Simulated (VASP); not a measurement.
# Pt (P2_1/m) in VASP: notebook, part 2 of 2

VASP 6.6.1. The steps go on from the part before.

### 3 Single point, PBEsol (engineering shear strain xy -0.0267, normal strain along z +0.1100)

Input file INCAR:

```
SYSTEM = Pt
  PREC = Accurate
  ENCUT = 520
  EDIFF = 1E-6
  ISMEAR = 0
  SIGMA = 0.15
  LREAL = .FALSE.
  LASPH = .TRUE.
  NELM = 60
  ALGO = Fast
  ISIF = 2
  LWAVE = .FALSE.
  LCHARG = .FALSE.
  GGA = PS
  NBANDS = 17
```

Input file KPOINTS:

```
Automatic mesh
0
G
  18 18 10
  0 0 0
```

Input file POSCAR:

```
Pt
1.0
    2.7251897179     -0.0363812827      0.0000000000
   -1.3941019740      2.3782741672      0.0000000000
    0.0000000000      0.0000000000      5.2246833688
Pt
2
Direct
    0.6666666667      0.3333333333      0.7500000000
    0.3333333333      0.6666666667      0.2500000000
```

Potentials or basis: VASP PAW PBE potentials, release 64 (Pt).

The run is started by

```console
$ cat potpaw_PBE.64/Pt/POTCAR > POTCAR
$ mpirun -np 1 vasp_std > vasp.out
```

OUTCAR:

```text
SYSTEM = Pt
   PREC = Accurate
   ENCUT = 520
   EDIFF = 1E-6
   ISMEAR = 0
   LREAL = .FALSE.
   LASPH = .TRUE.
   NELM = 60
   ISIF = 2
   GGA = PS

 ion  position               nearest neighbor table
   1  0.667  0.333  0.750-   2 3.04   2 3.04   2 3.05   2 3.05   2 3.06   2 3.06
   2  0.333  0.667  0.250-   1 3.04   1 3.04   1 3.05   1 3.05   1 3.06   1 3.06

  LATTYP: Found a simple monoclinic cell.
 ALAT       =     2.6937440236
 B/A-ratio  =     1.9395619343
 C/A-ratio  =     1.0117637490
 COS(beta)  =    -0.4824911533

  Lattice vectors:

 A1 = (   1.3310877439,   2.3418928845,   0.0000000000)
 A2 = (   0.0000000000,   0.0000000000,  -5.2246833688)
 A3 = (  -2.7251897179,   0.0363812827,   0.0000000000)

Analysis of symmetry for initial positions (statically):
=====================================================================
 Subroutine PRICEL returns:
 Original cell was already a primitive cell.

 Routine SETGRP: Setting up the symmetry group for a
 simple monoclinic supercell.

 Subroutine GETGRP returns: Found  4 space group operations
 (whereof  2 operations were pure point group operations)
 out of a pool of  4 trial point group operations.

The static configuration has the point symmetry S_2 .
[... 164 lines left out ...]
 E-fermi :   9.0632     XC(G=0): -12.9666

 val. band max:        9.0631809186   @ k =   0.3889   0.1667   0.1000
 cond. band min:       9.0632878948   @ k =  -0.3333   0.3889   0.3000
 fundamental gap:      0.0001069761
 Fermi energy:         9.0632403512

 k-point     1 :       0.0000    0.0000    0.0000
  band No.  band energies     occupation
      1      -0.0437      2.00000
      2       2.1051      2.00000
      3       4.9460      2.00000
      4       5.6481      2.00000
      5       5.8614      2.00000
      6       6.1311      2.00000
[... 457 lines left out ...]
      4       5.2772      2.00000
      5       5.2926      2.00000
      6       6.4132      2.00000
[... 9 lines left out ...]
     16      24.9943      0.00000
     17      27.1850      0.00000

 [... further k-points ...]

------------------------ aborting loop because EDIFF is reached ----------------------------------------

  FORCE on cell =-STRESS in cart. coord.  units (eV):
  Direction    XX          YY          ZZ          XY          YZ          ZX
  --------------------------------------------------------------------------------------
  -------------------------------------------------------------------------------------
  Total       -2.8268443     -2.7714649     -5.4389713      0.7501513      0.0000000      0.0000000
  in kB     -134.8049352   -132.1640316   -259.3705537     35.7727857      0.0000000      0.0000000
  external PRESSURE =    -175.4465068 kB  Pullay stress =       0.0000000 kB

 VOLUME and BASIS-vectors are now :
 -----------------------------------------------------------------------------
  energy-cutoff  :      520.00
  volume of cell :       33.60
      direct lattice vectors                 reciprocal lattice vectors
     2.725189718 -0.036381283  0.000000000     0.369841134  0.216794288  0.000000000
    -1.394101974  2.378274167  0.000000000     0.005657588  0.423789346  0.000000000
     0.000000000  0.000000000  5.224683369     0.000000000  0.000000000  0.191399158

 POSITION                                       TOTAL-FORCE (eV/Angst)
 -----------------------------------------------------------------------------------
      1.35209      0.76850      3.91851         0.021558     -0.001375      0.000000
     -0.02100      1.57339      1.30617        -0.021558      0.001375      0.000000
 -----------------------------------------------------------------------------------
    total drift:                                0.000000     -0.000000     -0.000000

  FREE ENERGIE OF THE ION-ELECTRON SYSTEM (eV)
  ---------------------------------------------------
  free  energy   TOTEN  =       -13.4820397221 eV

  energy  without entropy=      -13.4469656226  energy(sigma->0) =      -13.46450267
```

stdout:

```text
POSCAR found type information on POSCAR Pt
 POSCAR found :  1 types and       2 ions
 scaLAPACK will be used
 -----------------------------------------------------------------------------
|                                                                             |
|                                                                             |
|     You enforced a specific xc type in the INCAR file but a different       |
|     I HOPE YOU KNOW WHAT YOU ARE DOING!                                     |
|                                                                             |
 -----------------------------------------------------------------------------

 LDA part: xc-table for (Slater+PW92), standard interpolation
 POSCAR, INCAR and KPOINTS ok, starting setup
 FFT: planning ... GRIDC
 FFT: planning ... GRID_SOFT
 FFT: planning ... GRID
 WAVECAR not read
 entering main loop
```

Wall time 7.8 min (1 thread of AMD EPYC 7R13 (Zen 3), shared host); peak memory 0.5 GiB.

Results:

```yaml
Free_energy: -13.4820 eV
Pressure: -17.5 GPa
Largest_force: 0.022 eV/Å
Band_gap_on_the_k_mesh: zero (bands 10 and 11 overlap by 1.48 eV)
```

Forces on the atoms (eV/Å):
```
Pt   0.022 -0.001  0.000
Pt  -0.022  0.001  0.000
```

Caveat: the cell differs from its parent crystal (engineering shear strain xy -0.0267, normal strain along z +0.1100); the stress differs along the axes, from -26 to -13 GPa; the PAW data sets were made with another functional, which shifts forces and pressure a little; spin-orbit coupling is left out, which moves the levels of the heavy elements.
